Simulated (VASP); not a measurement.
Set up this calculation in VASP 6.6.1, as the native input.

```yaml
Task: relaxation of cell and atoms
Functional: PBE
Potentials_or_basis: VASP PAW PBE potentials, release 64 (Lu, Be)
Cutoff: 600 eV
k_mesh: 9 × 9 × 9
Occupations: fermi-dirac, width 0.1 eV
Spin: no spin polarisation
Dipole_correction: no
Further_INCAR_settings: ALGO = Normal; EDIFF = 1e-06; IBRION = 2; EDIFFG = -0.03; NSW = 60; ISIF = 3
```

The structure of Lu2Be lies in POSCAR:

```
Lu2Be
1.0
    0.0000000000      2.9229120000      0.0000000000
    2.9229120000      0.0000000000      0.0000000000
    1.4614560000      1.4614560000     -6.8456340000
Lu Be
2 1
Direct
    0.3240000000      0.3240000000      0.3520000000
    0.6760000000      0.6760000000      0.6480000000
    0.0000000000      0.0000000000      0.0000000000
```

The input as run:

INCAR

```
SYSTEM = Lu2Be
PREC = Accurate
ENCUT = 600
EDIFF = 1E-6
ISMEAR = -1
SIGMA = 0.1
LREAL = .False.
LASPH = .True.
NELM = 80
ALGO = Normal
ISIF = 3
LWAVE = .False.
LCHARG = .False.
GGA = PE
IBRION = 2
NSW = 60
EDIFFG = -0.03
```

KPOINTS

```
Automatic mesh
0
Gamma
  9 9 9
  0 0 0
```

Potentials or basis: VASP PAW PBE potentials, release 64 (Lu, Be).

Command:

```bash
$ cat potpaw_PBE.64/Lu/POTCAR potpaw_PBE.64/Be/POTCAR > POTCAR
$ mpirun -np 1 vasp_std > vasp.out
```

Results of the run:

```yaml
Relaxed_volume: 22.10 Å³/atom
Relaxed_cell: a = 3.353 Å, b = 3.353 Å, c = 6.355 Å, α = 74.71°, β = 74.71°, γ = 90.00°
Space_group_after_relaxing_to_0.05_Å: I4/mmm (No. 139)
Energy_gained_by_relaxing: 824.7 meV/atom
Ionic_steps: 14
Pressure_after_relaxing: 0.0 GPa
Largest_force_after_relaxing: 0.005 eV/Å
Band_gap_on_the_k_mesh: zero (band 26 reaches 2.96 eV, above the bottom of band 27 at 2.34 eV)
```

Caveat: spin-orbit coupling is left out, which moves the levels of the heavy elements.

It took 31 min on 1 thread of Oxide Virtual Turin-like Processor, with other jobs on the host, peak memory 0.27 GiB.
